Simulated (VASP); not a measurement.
# AgCl (P6_3/mmc) in VASP: single point with PBE

Aim: the single point of AgCl with PBE.

All numbers are computed with VASP 6.6.1; they aren't measurements. Logs are shortened: lines on timing, memory, paths and dates and some standing lists are left out, and cuts for length are marked.

## 1. The cell of the first run

Symmetry: P6_3/mmc, No. 194, hexagonal system. The conventional cell has a = 4.005 Å, b = 4.005 Å, c = 6.201 Å, α = 90.00°, β = 90.00°, γ = 120.00°. Ag (site symmetry -3m) has 6 Cl at 2.78 Å and 2 Ag at 3.10 Å within 3.7 Å. Within 3.7 Å of Cl (site symmetry -6m2) lie 6 Ag at 2.78 Å.

## 2. Single point, PBE

Contents of INCAR:

```
  ALGO = Normal
  EDIFF = 1E-7
  ENCUT = 520
  GGA = PE
  ISIF = 2
  ISMEAR = 0
  LASPH = T
  LCHARG = T
  LELF = T
  LREAL = F
  LVHAR = T
  LWAVE = F
  NBANDS = 26
  NELM = 100
  PREC = Accurate
  SIGMA = 0.01
```

Contents of KPOINTS:

```
k-points
0
Gamma
  6 6 4
```

Contents of POSCAR:

```
AgCl
1.0
    4.0048623957      0.0000000000      0.0000000000
   -2.0024311978      3.4683125733      0.0000000000
    0.0000000000      0.0000000000      6.2010352789
Ag Cl
2 2
Direct
    0.0000000000      0.0000000000      0.0000000000
    0.0000000000      0.0000000000      0.5000000000
    0.3333333333      0.6666666667      0.2500000000
    0.6666666667      0.3333333333      0.7500000000
```

Potentials or basis: VASP PAW PBE potentials, release 64 (Ag, Cl).

Started as:

```
> cat potpaw_PBE.64/Ag/POTCAR potpaw_PBE.64/Cl/POTCAR > POTCAR
> mpirun -np 1 vasp_std > vasp.out
```

OUTCAR:

```text
EDIFF = 1E-7
   ENCUT = 520
   GGA = PE
   ISIF = 2
   ISMEAR = 0
   LASPH = T
   LREAL = F
   NELM = 100
   PREC = Accurate

 ion  position               nearest neighbor table
   1  0.000  0.000  0.000-   3 2.78   4 2.78   3 2.78   4 2.78   4 2.78   3 2.78   2 3.10   2 3.10

   2  0.000  0.000  0.500-   3 2.78   4 2.78   3 2.78   4 2.78   4 2.78   3 2.78   1 3.10   1 3.10

   3  0.333  0.667  0.250-   1 2.78   2 2.78   1 2.78   2 2.78   1 2.78   2 2.78
   4  0.667  0.333  0.750-   1 2.78   2 2.78   1 2.78   2 2.78   1 2.78   2 2.78

  LATTYP: Found a hexagonal cell.
 ALAT       =     4.0048623957
 C/A-ratio  =     1.5483766148

  Lattice vectors:

 A1 = (   4.0048623957,   0.0000000000,   0.0000000000)
 A2 = (  -2.0024311978,   3.4683125733,   0.0000000000)
 A3 = (   0.0000000000,   0.0000000000,   6.2010352789)

Analysis of symmetry for initial positions (statically):
=====================================================================
 Subroutine PRICEL returns:
 Original cell was already a primitive cell.

 Routine SETGRP: Setting up the symmetry group for a
 hexagonal supercell.

 Subroutine GETGRP returns: Found 24 space group operations
 (whereof 12 operations were pure point group operations)
 out of a pool of 24 trial point group operations.

The static configuration has the point symmetry D_3d.
 The point group associated with its full space group is D_6h.

Analysis of symmetry for dynamics (positions and initial velocities):
=====================================================================
 Subroutine PRICEL returns:
 Original cell was already a primitive cell.

 Routine SETGRP: Setting up the symmetry group for a
 hexagonal supercell.

 Subroutine GETGRP returns: Found 24 space group operations
 (whereof 12 operations were pure point group operations)
 out of a pool of 24 trial point group operations.

The dynamic configuration has the point symmetry D_3d.
 The point group associated with its full space group is D_6h.

 Subroutine INISYM returns: Found 24 space group operations
 (whereof 12 operations are pure point group operations),
 and found     1 'primitive' translations

----------------------------------------------------------------------------------------

                                     Primitive cell

  volume of cell :      86.1331

  direct lattice vectors                    reciprocal lattice vectors
     4.004862396  0.000000000  0.000000000     0.249696469  0.144162324  0.000000000
    -2.002431198  3.468312573  0.000000000     0.000000000  0.288324647  0.000000000
     0.000000000  0.000000000  6.201035279     0.000000000  0.000000000  0.161263395

  length of vectors
     4.004862396  4.004862396  6.201035279     0.288324647  0.288324647  0.161263395

  position of ions in fractional coordinates (direct lattice)
     0.000000000  0.000000000  0.000000000
     0.000000000  0.000000000  0.500000000
     0.333333333  0.666666667  0.250000000
     0.666666667  0.333333333  0.750000000

  ion indices of the primitive-cell ions
   primitive index   ion index
                 1           1
                 2           2
                 3           3
                 4           4

----------------------------------------------------------------------------------------

 KPOINTS: k-points

Automatic generation of k-mesh.
 Grid dimensions read from file:
 generate k-points for:    6    6    4

 Generating k-lattice:

  Cartesian coordinates                     Fractional coordinates (reciprocal lattice)
     0.041616078  0.024027054  0.000000000     0.166666667  0.000000000  0.000000000
     0.000000000  0.048054108  0.000000000     0.000000000  0.166666667  0.000000000
     0.000000000  0.000000000  0.040315849     0.000000000  0.000000000  0.250000000

  Length of vectors
     0.048054108  0.048054108  0.040315849

  Shift w.r.t. Gamma in fractional coordinates (k-lattice)
     0.000000000  0.000000000  0.000000000

 Subroutine IBZKPT returns following result:
 ===========================================

 Found     21 irreducible k-points:

 Following reciprocal coordinates:
            Coordinates               Weight
  0.000000  0.000000  0.000000      1.000000
  0.166667  0.000000  0.000000      6.000000
  0.333333 -0.000000  0.000000      6.000000
  0.500000  0.000000  0.000000      3.000000
  0.166667  0.166667  0.000000      6.000000
  0.333333  0.166667  0.000000     12.000000
[... 13 lines left out ...]
  0.333333  0.166667  0.500000     12.000000
  0.333333  0.333333  0.500000      2.000000
   k-points           NKPTS =     21   k-points in BZ     NKDIM =     21   number of bands    NBANDS=     26
   number of dos      NEDOS =    301   number of ions     NIONS =      4
   total plane-waves  NPLWV =  43200
   dimension x,y,z NGX =    30 NGY =   30 NGZ =   48
   dimension x,y,z NGXF=    60 NGYF=   60 NGZF=   96
   ions per type =               2   2
   NGX,Y,Z   is equivalent  to a cutoff of  12.45, 12.45, 12.87 a.u.
   NGXF,Y,Z  is equivalent  to a cutoff of  24.91, 24.91, 25.74 a.u.
 SYSTEM =  unknown system
   PREC   = accura    normal or accurate (medium, high low for compatibility)
   ISTART =      0    job   : 0-new  1-cont  2-samecut
   ICHARG =      2    charge: 1-file 2-atom 10-const
   ISPIN  =      1    spin polarized calculation?
   LNONCOLLINEAR =      F non collinear calculations
   LSORBIT =      F    spin-orbit coupling
   LASPH  =      T    aspherical Exc in radial PAW
   ENCUT  =  520.0 eV  38.22 Ry    6.18 a.u.   7.45  7.45 11.53*2*pi/ulx,y,z
   NELM   =    100;   NELMIN=  2; NELMDL= -5     # of ELM steps
   EDIFF  = 0.1E-06   stopping-criterion for ELM
   LREAL  =      F    real-space projection
   EDIFFG = 0.1E-05   stopping-criterion for IOM
   NSW    =      0    number of steps for IOM
   IBRION =     -1    ionic relax: 0-MD 1-quasi-New 2-CG
   NFREE  =      0    steps in history (QN), initial steepest desc. (CG)
   ISIF   =      2    stress and relaxation
   ISYM   =      2    0-nonsym 1-usesym 2-fastsym
   POTIM  = 0.5000    time-step for ionic-motion
   TEBEG  =    0.0;   TEEND  =   0.0 temperature during run
   PSTRESS=    0.0 pullay stress
   NELECT =      36.0000    total number of electrons
   NUPDOWN=      -1.0000    fix difference up-down
   EMIN   =  10.00;   EMAX   =-10.00  energy-range for DOS
   EFERMI =   0.00;   METHOD = LEGACY
   ISMEAR =     0;   SIGMA  =   0.01  broadening in eV -4-tet -1-fermi 0-gaus
   EFERMI_NEDOS =   21; number of points for ismear=-14 and -15
   IALGO  =     38    algorithm
   IMIX   =      4    mixing-type and parameters
     AMIX     =   0.40;   BMIX     =  1.00
     AMIX_MAG =   1.60;   BMIX_MAG =  1.00
  volume/ion in A,a.u.               =      21.53       145.31
  Fermi-wavevector in a.u.,A,eV,Ry     =   1.224012  2.313047 20.384320  1.498205
  Thomas-Fermi vector in A             =   2.359102
   LORBIT       =      0    0 simple, 1 ext, 2 COOP (PROOUT), +10 PAW based schemes
   GGA     = PE    functional components
   LHFCALC =     F    Hartree Fock is set to
   AEXX    =    0.0000 exact exchange contribution
   IVDW    =     0    specifies the selected vdW correction
   LEPSILON=     F    determine dielectric tensor
   LRPA    =     F    only Hartree local field effects (RPA)
 non-spin polarized calculation
 Gauss-broadening in eV      SIGMA  =   0.01
  energy-cutoff  :      520.00
  volume of cell :       86.13
 maximum number of plane-waves:      2352
 NGX is ok and might be reduce to    30
   NGX = 15   NGY = 15   NGZ = 23

 number of electron      36.0000006 magnetization

 Free energy of the ion-electron system (eV)
  ---------------------------------------------------
  ext. energy  EPLUGINS =         0.00000000
  ---------------------------------------------------
  free energy    TOTEN  =       -10.78389256 eV

  energy without entropy =      -10.78389256  energy(sigma->0) =      -10.78389256

 E-fermi :   3.7025     XC(G=0):  -9.8778

 val. band max:        3.5890386816   @ k =   0.0000   0.0000   0.0000
 cond. band min:       4.4971453341   @ k =   0.0000   0.0000   0.0000
 fundamental gap:      0.9081066525
 Fermi energy:         3.7025226154

 k-point     1 :       0.0000    0.0000    0.0000
  band No.  band energies     occupation
      1     -11.3861      2.00000
      2     -10.9083      2.00000
      3      -1.3868      2.00000
      4      -0.6131      2.00000
      5      -0.6131      2.00000
      6       0.4411      2.00000
[... 18 lines left out ...]
     25      14.5131      0.00000
     26      14.8363      0.00000

 k-point     2 :       0.1667    0.0000    0.0000
  band No.  band energies     occupation
      1     -11.3004      2.00000
      2     -10.9031      2.00000
      3      -1.1391      2.00000
      4      -0.5795      2.00000
      5      -0.5355      2.00000
      6       0.0064      2.00000
[... 18 lines left out ...]
     25      13.1504      0.00000
     26      13.2811      0.00000

 k-point     3 :       0.3333   -0.0000    0.0000
  band No.  band energies     occupation
      1     -11.1099      2.00000
      2     -10.9028      2.00000
      3      -1.0487      2.00000
      4      -0.5898      2.00000
      5      -0.5661      2.00000
      6      -0.3131      2.00000
[... 18 lines left out ...]
     25      12.1943      0.00000
     26      13.6954      0.00000

 k-point     4 :       0.5000    0.0000    0.0000
  band No.  band energies     occupation
      1     -10.9711      2.00000
      2     -10.9412      2.00000
      3      -1.4878      2.00000
      4      -0.5941      2.00000
      5      -0.4554      2.00000
      6      -0.1284      2.00000
[... 18 lines left out ...]
     25      12.1654      0.00000
     26      14.8432      0.00000
[... 409 lines left out ...]
      1     -11.0327      2.00000
      2     -11.0327      2.00000
      3      -0.9145      2.00000
      4      -0.9145      2.00000
      5      -0.2268      2.00000
      6      -0.2268      2.00000
[... 18 lines left out ...]
     25      13.1236      0.00000
     26      13.1236      0.00000

 k-point    20 :       0.3333    0.1667    0.5000
  band No.  band energies     occupation
      1     -10.9553      2.00000
      2     -10.9553      2.00000
      3      -0.9517      2.00000
      4      -0.9517      2.00000
      5      -0.3464      2.00000
      6      -0.3464      2.00000
[... 18 lines left out ...]
     25      12.9724      0.00000
     26      12.9724      0.00000

 k-point    21 :       0.3333    0.3333    0.5000
  band No.  band energies     occupation
      1     -10.9295      2.00000
      2     -10.9295      2.00000
      3      -0.7145      2.00000
      4      -0.7145      2.00000
      5      -0.4829      2.00000
      6      -0.4829      2.00000
[... 18 lines left out ...]
     25      12.9662      0.00000
     26      12.9662      0.00000

------------------------ aborting loop because EDIFF is reached ----------------------------------------

  FORCE on cell =-STRESS in cart. coord.  units (eV):
  Direction    XX          YY          ZZ          XY          YZ          ZX
  --------------------------------------------------------------------------------------
  -------------------------------------------------------------------------------------
  Total        0.8530550      0.8530550      0.6828116      0.0000000      0.0000000      0.0000000
  in kB       15.8678310     15.8678310     12.7011024      0.0000000      0.0000000      0.0000000
  external PRESSURE =      14.8122548 kB  Pullay stress =       0.0000000 kB

 VOLUME and BASIS-vectors are now :
 -----------------------------------------------------------------------------
  energy-cutoff  :      520.00
  volume of cell :       86.13
      direct lattice vectors                 reciprocal lattice vectors
     4.004862396  0.000000000  0.000000000     0.249696469  0.144162324  0.000000000
    -2.002431198  3.468312573  0.000000000     0.000000000  0.288324647  0.000000000
     0.000000000  0.000000000  6.201035279     0.000000000  0.000000000  0.161263395

 POSITION                                       TOTAL-FORCE (eV/Angst)
 -----------------------------------------------------------------------------------
      0.00000      0.00000      0.00000         0.000000      0.000000      0.000000
      0.00000      0.00000      3.10052         0.000000      0.000000      0.000000
     -0.00000      2.31221      1.55026        -0.000000     -0.000000     -0.000000
      2.00243      1.15610      4.65078         0.000000      0.000000      0.000000
 -----------------------------------------------------------------------------------
    total drift:                               -0.000000      0.000000     -0.000000

  FREE ENERGIE OF THE ION-ELECTRON SYSTEM (eV)
  ---------------------------------------------------
  free  energy   TOTEN  =       -10.7838925623 eV

  energy  without entropy=      -10.7838925623  energy(sigma->0) =      -10.78389256
```

Run time: 60 s. Hardware: 1 thread of Intel Xeon Platinum 8488C (Sapphire Rapids), shared host; peak memory 0.21 GiB.

Results:

```yaml
Free_energy: -10.7839 eV
Pressure: 1.5 GPa
Band_gap_on_the_k_mesh: 0.91 eV
```

Stress tensor (GPa, compression positive):
```
1.59 0.00 0.00
0.00 1.59 0.00
0.00 0.00 1.27
```

Levels at points of the mesh, in eV from the valence-band top:
```csv
k point,band 16,band 17,band 18,band 19,band 20,band 21
"(0.00, 0.00, 0.00)",-1.06,0.00,0.00,0.91,4.10,7.15
"(0.50, 0.00, 0.00)",-1.63,-0.23,-0.04,4.50,4.53,4.82
"(0.00, 0.00, 0.50)",-0.67,-0.67,-0.67,2.92,2.92,8.30
"(0.50, 0.00, 0.50)",-0.90,-0.84,-0.84,3.50,3.50,7.83
```
